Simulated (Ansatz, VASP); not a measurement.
One calculation of Nb, two programs

The input INCAR:

```
  PREC = Accurate
  ENCUT = 520
  EDIFF = 1E-6
  ISMEAR = -1
  SIGMA = 0.05
  LREAL = False
  LASPH = True
  NELM = 60
  ALGO = Normal
  ISIF = 2
  LWAVE = False
  LCHARG = False
  NBANDS = 20
```

KPOINTS

```
Automatic mesh
0
Gamma
  12 12 6
```

POSCAR

```
Nb
1.0
    2.9563926124      0.0000000000      0.0000000000
   -1.4781963062      2.5603111058      0.0000000000
    0.0000000000      0.0000000000      4.7893560320
Nb
2
Direct
    0.2133333333      0.6066666667      0.1600000000
    0.7866666667      0.3933333333      0.8400000000
```

Input for Ansatz:

```yaml
crystal:
  lattice:
    - [2.9563926124, 0.0, 0.0]
    - [-1.4781963062, 2.5603111058, 0.0]
    - [0.0, 0.0, 4.789356032]
  atoms:
    - { symbol: Nb, position: [0.2133333333, 0.6066666667, 0.16] }
    - { symbol: Nb, position: [0.7866666667, 0.3933333333, 0.84] }
kpoints:
  mp_grid: { grid: [12, 12, 6] }
scf:
  occupations: { method: fermi_dirac, width: 0.05 }
hamiltonian:
  xc: lda
  pseudopotentials: { kind: all_electron, lapw: { basis_error: 0.001 } }
output:
  forces: true
  stress: true
  eigenvalues: true
  populations: true
```

Change from the starting cell: shortest bond scaled by 0.64, LAPW.

Alike in both runs: task single point; functional LDA; k mesh 12 × 12 × 6; occupations fermi-dirac, width 0.05 eV; no spin polarisation.

|  | VASP | Ansatz |
| --- | --- | --- |
| version | VASP 6.6.1 | Ansatz 0.2.0 |
| potentials or method | VASP PAW LDA potentials, release 64 (Nb_sv), cutoff 520 eV | all-electron LAPW, scalar-relativistic |

```csv
,VASP,Ansatz,Ansatz less VASP
pressure (GPa),53.6,54.0,+0.39
"traceless stress, the component that is largest in VASP (GPa)",28.45,29.05,+0.600
rms of the force components (eV/Å),8.273,8.341,+0.0681
```

LDA's correlation is that of Perdew and Zunger in VASP and of Perdew and Wang (1992) in Ansatz. Atom by atom the forces differ by 0.076 eV/Å (rms over components). Both programs put the cell under a high pressure, so it lies far from rest at this level. Ansatz ran all-electron here, and VASP with PAW potentials.
